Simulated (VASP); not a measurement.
# ScGaCl6 (Fm-3m) in VASP: single point with PBEsol

Aim: the single point of ScGaCl6 with PBEsol.

Everything below comes from runs of VASP 6.6.1. Logs are shortened: lines on timing, memory, paths and dates and some standing lists are left out, and cuts for length are marked.

**1. The cell of the first run**

Symmetry: Fm-3m, No. 225, cubic system. Conventional cell: a = 9.631 Å, b = 9.631 Å, c = 9.631 Å, α = 90.00°, β = 90.00°, γ = 90.00°. Sc (site symmetry m-3m) has 6 Cl at 2.46 Å within 3.2 Å. Ga (site symmetry m-3m) has 6 Cl at 2.35 Å within 3.1 Å. Within 3.1 Å of Cl (site symmetry 4mm) lie 1 Ga at 2.35 Å and 1 Sc at 2.46 Å.

**2. Single point, PBEsol**

INCAR

```
SYSTEM = ScGaCl6
ALGO = Normal
EDIFF = 1E-7
ENCUT = 520
GGA = PS
ISIF = 2
ISMEAR = -1
LASPH = .True.
LCHARG = .False.
LREAL = .False.
LWAVE = .False.
NBANDS = 43
NELM = 80
PREC = Accurate
SIGMA = 0.03
```

KPOINTS

```
k-points
0
Gamma
  4 4 4
  0 0 0
```

POSCAR

```
ScGaCl6
1.0
    0.0000000000      4.8153426473      4.8153426473
    4.8153426473      0.0000000000      4.8153426473
    4.8153426473      4.8153426473      0.0000000000
Sc Ga Cl
1 1 6
Direct
    0.5000000000      0.5000000000      0.5000000000
    0.0000000000      0.0000000000      0.0000000000
    0.7555289154      0.2444710846      0.2444710846
    0.2444710846      0.7555289154      0.7555289154
    0.2444710846      0.7555289154      0.2444710846
    0.7555289154      0.2444710846      0.7555289154
    0.2444710846      0.2444710846      0.7555289154
    0.7555289154      0.7555289154      0.2444710846
```

Potentials or basis: VASP PAW PBE potentials, release 64 (Sc_sv, Ga_d, Cl).

Command:

```bash
cat potpaw_PBE.64/Sc_sv/POTCAR potpaw_PBE.64/Ga_d/POTCAR potpaw_PBE.64/Cl/POTCAR > POTCAR
mpirun -np 1 vasp_std > vasp.out
```

OUTCAR:

```text
SYSTEM = ScGaCl6
   EDIFF = 1E-7
   ENCUT = 520
   GGA = PS
   ISIF = 2
   ISMEAR = -1
   LASPH = .True.
   LREAL = .False.
   NELM = 80
   PREC = Accurate

 ion  position               nearest neighbor table
   1  0.500  0.500  0.500-   3 2.46   4 2.46   5 2.46   6 2.46   7 2.46   8 2.46
   2  0.000  0.000  0.000-   3 2.35   4 2.35   5 2.35   6 2.35   7 2.35   8 2.35
   3  0.756  0.244  0.244-   2 2.35   1 2.46
   4  0.244  0.756  0.756-   2 2.35   1 2.46
   5  0.244  0.756  0.244-   2 2.35   1 2.46
   6  0.756  0.244  0.756-   2 2.35   1 2.46
   7  0.244  0.244  0.756-   2 2.35   1 2.46
   8  0.756  0.756  0.244-   2 2.35   1 2.46

  LATTYP: Found a face centered cubic cell.
 ALAT       =     9.6306852946

  Lattice vectors:

 A1 = (   0.0000000000,   4.8153426473,   4.8153426473)
 A2 = (   4.8153426473,   0.0000000000,   4.8153426473)
 A3 = (   4.8153426473,   4.8153426473,   0.0000000000)

Analysis of symmetry for initial positions (statically):
=====================================================================
 Subroutine PRICEL returns:
 Original cell was already a primitive cell.

 Routine SETGRP: Setting up the symmetry group for a
 face centered cubic supercell.

 Subroutine GETGRP returns: Found 48 space group operations
 (whereof 48 operations were pure point group operations)
 out of a pool of 48 trial point group operations.

The static configuration has the point symmetry O_h .

Analysis of symmetry for dynamics (positions and initial velocities):
=====================================================================
 Subroutine PRICEL returns:
 Original cell was already a primitive cell.

 Routine SETGRP: Setting up the symmetry group for a
 face centered cubic supercell.

 Subroutine GETGRP returns: Found 48 space group operations
 (whereof 48 operations were pure point group operations)
 out of a pool of 48 trial point group operations.

The dynamic configuration has the point symmetry O_h .

 Subroutine INISYM returns: Found 48 space group operations
 (whereof 48 operations are pure point group operations),
 and found     1 'primitive' translations

----------------------------------------------------------------------------------------

                                     Primitive cell

  volume of cell :     223.3118

  direct lattice vectors                    reciprocal lattice vectors
     0.000000000  4.815342647  4.815342647    -0.103834771  0.103834771  0.103834771
     4.815342647  0.000000000  4.815342647     0.103834771 -0.103834771  0.103834771
     4.815342647  4.815342647  0.000000000     0.103834771  0.103834771 -0.103834771

  length of vectors
     6.809922879  6.809922879  6.809922879     0.179847099  0.179847099  0.179847099

  position of ions in fractional coordinates (direct lattice)
     0.500000000  0.500000000  0.500000000
     0.000000000  0.000000000  0.000000000
     0.755528915  0.244471085  0.244471085
     0.244471085  0.755528915  0.755528915
     0.244471085  0.755528915  0.244471085
     0.755528915  0.244471085  0.755528915
     0.244471085  0.244471085  0.755528915
     0.755528915  0.755528915  0.244471085

  ion indices of the primitive-cell ions
   primitive index   ion index
                 1           1
                 2           2
                 3           3
                 4           4
                 5           5
                 6           6
                 7           7
                 8           8

----------------------------------------------------------------------------------------

 KPOINTS: k-points

Automatic generation of k-mesh.
 Grid dimensions read from file:
 generate k-points for:    4    4    4

 Generating k-lattice:

  Cartesian coordinates                     Fractional coordinates (reciprocal lattice)
    -0.025958693  0.025958693  0.025958693     0.250000000  0.000000000  0.000000000
     0.025958693 -0.025958693  0.025958693     0.000000000  0.250000000  0.000000000
     0.025958693  0.025958693 -0.025958693     0.000000000  0.000000000  0.250000000

  Length of vectors
     0.044961775  0.044961775  0.044961775

  Shift w.r.t. Gamma in fractional coordinates (k-lattice)
     0.000000000  0.000000000  0.000000000

 Subroutine IBZKPT returns following result:
 ===========================================

 Found      8 irreducible k-points:

 Following reciprocal coordinates:
            Coordinates               Weight
  0.000000  0.000000  0.000000      1.000000
  0.250000  0.000000  0.000000      8.000000
  0.500000  0.000000  0.000000      4.000000
  0.250000  0.250000  0.000000      6.000000
  0.500000  0.250000  0.000000     24.000000
 -0.250000  0.250000  0.000000     12.000000
  0.500000  0.500000  0.000000      3.000000
 -0.250000  0.500000  0.250000      6.000000
   k-points           NKPTS =      8   k-points in BZ     NKDIM =      8   number of bands    NBANDS=     43
   number of dos      NEDOS =    301   number of ions     NIONS =      8
   total plane-waves  NPLWV = 157464
   dimension x,y,z NGX =    54 NGY =   54 NGZ =   54
   dimension x,y,z NGXF=   108 NGYF=  108 NGZF=  108
   ions per type =               1   1   6
   NGX,Y,Z   is equivalent  to a cutoff of  13.18, 13.18, 13.18 a.u.
   NGXF,Y,Z  is equivalent  to a cutoff of  26.37, 26.37, 26.37 a.u.
 SYSTEM =  ScGaCl6
   PREC   = accura    normal or accurate (medium, high low for compatibility)
   ISTART =      0    job   : 0-new  1-cont  2-samecut
   ICHARG =      2    charge: 1-file 2-atom 10-const
   ISPIN  =      1    spin polarized calculation?
   LNONCOLLINEAR =      F non collinear calculations
   LSORBIT =      F    spin-orbit coupling
   LASPH  =      T    aspherical Exc in radial PAW
   ENCUT  =  520.0 eV  38.22 Ry    6.18 a.u.  12.66 12.66 12.66*2*pi/ulx,y,z
   NELM   =     80;   NELMIN=  2; NELMDL= -5     # of ELM steps
   EDIFF  = 0.1E-06   stopping-criterion for ELM
   LREAL  =      F    real-space projection
   EDIFFG = 0.1E-05   stopping-criterion for IOM
   NSW    =      0    number of steps for IOM
   IBRION =     -1    ionic relax: 0-MD 1-quasi-New 2-CG
   NFREE  =      0    steps in history (QN), initial steepest desc. (CG)
   ISIF   =      2    stress and relaxation
   ISYM   =      2    0-nonsym 1-usesym 2-fastsym
   POTIM  = 0.5000    time-step for ionic-motion
   TEBEG  =    0.0;   TEEND  =   0.0 temperature during run
   PSTRESS=    0.0 pullay stress
   NELECT =      66.0000    total number of electrons
   NUPDOWN=      -1.0000    fix difference up-down
   EMIN   =  10.00;   EMAX   =-10.00  energy-range for DOS
   EFERMI =   0.00;   METHOD = LEGACY
   ISMEAR =    -1;   SIGMA  =   0.03  broadening in eV -4-tet -1-fermi 0-gaus
   EFERMI_NEDOS =   21; number of points for ismear=-14 and -15
   IALGO  =     38    algorithm
   IMIX   =      4    mixing-type and parameters
     AMIX     =   0.40;   BMIX     =  1.00
     AMIX_MAG =   1.60;   BMIX_MAG =  1.00
  volume/ion in A,a.u.               =      27.91       188.37
  Fermi-wavevector in a.u.,A,eV,Ry     =   1.090483  2.060714 16.179415  1.189153
  Thomas-Fermi vector in A             =   2.226709
   LORBIT       =      0    0 simple, 1 ext, 2 COOP (PROOUT), +10 PAW based schemes
   GGA     = PS    functional components
   LHFCALC =     F    Hartree Fock is set to
   AEXX    =    0.0000 exact exchange contribution
   IVDW    =     0    specifies the selected vdW correction
   LEPSILON=     F    determine dielectric tensor
   LRPA    =     F    only Hartree local field effects (RPA)
 non-spin polarized calculation
  energy-cutoff  :      520.00
  volume of cell :      223.31
 maximum number of plane-waves:      6030
 NGX is ok and might be reduce to    54
   NGX = 25   NGY = 25   NGZ = 25

 number of electron      66.0000013 magnetization

 Free energy of the ion-electron system (eV)
  ---------------------------------------------------
  ext. energy  EPLUGINS =         0.00000000
  ---------------------------------------------------
  free energy    TOTEN  =       -33.09178666 eV

  energy without entropy =      -33.09178666  energy(sigma->0) =      -33.09178666

 E-fermi :   0.2788     XC(G=0):  -7.9160

 val. band max:       -0.5388593731   @ k =   0.0000   0.0000   0.0000
 cond. band min:       1.2388839670   @ k =   0.5000   0.5000   0.0000
 fundamental gap:      1.7777433401
 Fermi energy:         0.2787915949

 k-point     1 :       0.0000    0.0000    0.0000
  band No.  band energies     occupation
      1     -49.3763      2.00000
      2     -28.0932      2.00000
      3     -28.0932      2.00000
      4     -28.0932      2.00000
      5     -15.2302      2.00000
      6     -15.2302      2.00000
[... 35 lines left out ...]
     42       6.1373      0.00000
     43       6.1383      0.00000

 k-point     2 :       0.2500    0.0000    0.0000
  band No.  band energies     occupation
      1     -49.3763      2.00000
      2     -28.0933      2.00000
      3     -28.0932      2.00000
      4     -28.0932      2.00000
      5     -15.2293      2.00000
      6     -15.2293      2.00000
[... 35 lines left out ...]
     42       7.2216      0.00000
     43       7.2674      0.00000

 k-point     3 :       0.5000    0.0000    0.0000
  band No.  band energies     occupation
      1     -49.3763      2.00000
      2     -28.0933      2.00000
      3     -28.0932      2.00000
      4     -28.0932      2.00000
      5     -15.2283      2.00000
      6     -15.2283      2.00000
[... 183 lines left out ...]
      6     -15.2286      2.00000
[... 35 lines left out ...]
     42       7.4402      0.00000
     43       7.9075      0.00000

 k-point     8 :      -0.2500    0.5000    0.2500
  band No.  band energies     occupation
      1     -49.3763      2.00000
      2     -28.0933      2.00000
      3     -28.0933      2.00000
      4     -28.0932      2.00000
      5     -15.2708      2.00000
      6     -15.2281      2.00000
[... 35 lines left out ...]
     42       7.3901      0.00000
     43       8.2851      0.00000

------------------------ aborting loop because EDIFF is reached ----------------------------------------

  FORCE on cell =-STRESS in cart. coord.  units (eV):
  Direction    XX          YY          ZZ          XY          YZ          ZX
  --------------------------------------------------------------------------------------
  -------------------------------------------------------------------------------------
  Total        0.0103438      0.0103438      0.0103438     -0.0000000     -0.0000000      0.0000000
  in kB        0.0742130      0.0742130      0.0742130     -0.0000000     -0.0000000      0.0000000
  external PRESSURE =       0.0742130 kB  Pullay stress =       0.0000000 kB

 VOLUME and BASIS-vectors are now :
 -----------------------------------------------------------------------------
  energy-cutoff  :      520.00
  volume of cell :      223.31
      direct lattice vectors                 reciprocal lattice vectors
     0.000000000  4.815342647  4.815342647    -0.103834771  0.103834771  0.103834771
     4.815342647  0.000000000  4.815342647     0.103834771 -0.103834771  0.103834771
     4.815342647  4.815342647  0.000000000     0.103834771  0.103834771 -0.103834771

 POSITION                                       TOTAL-FORCE (eV/Angst)
 -----------------------------------------------------------------------------------
      4.81534      4.81534      4.81534         0.000000      0.000000     -0.000000
      0.00000      0.00000      0.00000         0.000000      0.000000     -0.000000
      2.35442      4.81534      4.81534        -0.028652      0.000000     -0.000000
      7.27626      4.81534      4.81534         0.028652      0.000000     -0.000000
      4.81534      2.35442      4.81534         0.000000     -0.028652     -0.000000
      4.81534      7.27626      4.81534         0.000000      0.028652     -0.000000
      4.81534      4.81534      2.35442         0.000000      0.000000     -0.028652
      4.81534      4.81534      7.27626         0.000000      0.000000      0.028652
 -----------------------------------------------------------------------------------
    total drift:                               -0.000000     -0.000000      0.000000

  FREE ENERGIE OF THE ION-ELECTRON SYSTEM (eV)
  ---------------------------------------------------
  free  energy   TOTEN  =       -33.0917866597 eV

  energy  without entropy=      -33.0917866597  energy(sigma->0) =      -33.09178666
```

Wall time 4 min (1 thread of Intel Xeon Platinum 8259CL at 2.50GHz (Skylake/Cascade Lake), shared host); peak memory 0.42 GiB.

Results:

```yaml
Free_energy: -33.0918 eV
Pressure: 0.0 GPa
Largest_force: 0.029 eV/Å
Band_gap_on_the_k_mesh: 1.78 eV, indirect (least direct gap 1.79 eV)
```

Forces on the atoms (eV/Å):
```
Sc   0.000  0.000  0.000
Ga   0.000  0.000  0.000
Cl  -0.029  0.000  0.000
Cl   0.029  0.000  0.000
Cl   0.000 -0.029  0.000
Cl   0.000  0.029  0.000
Cl   0.000  0.000 -0.029
Cl   0.000  0.000  0.029
```

Caveat: the PAW data sets were made with another functional, which shifts forces and pressure a little. A k mesh can miss the band edges.
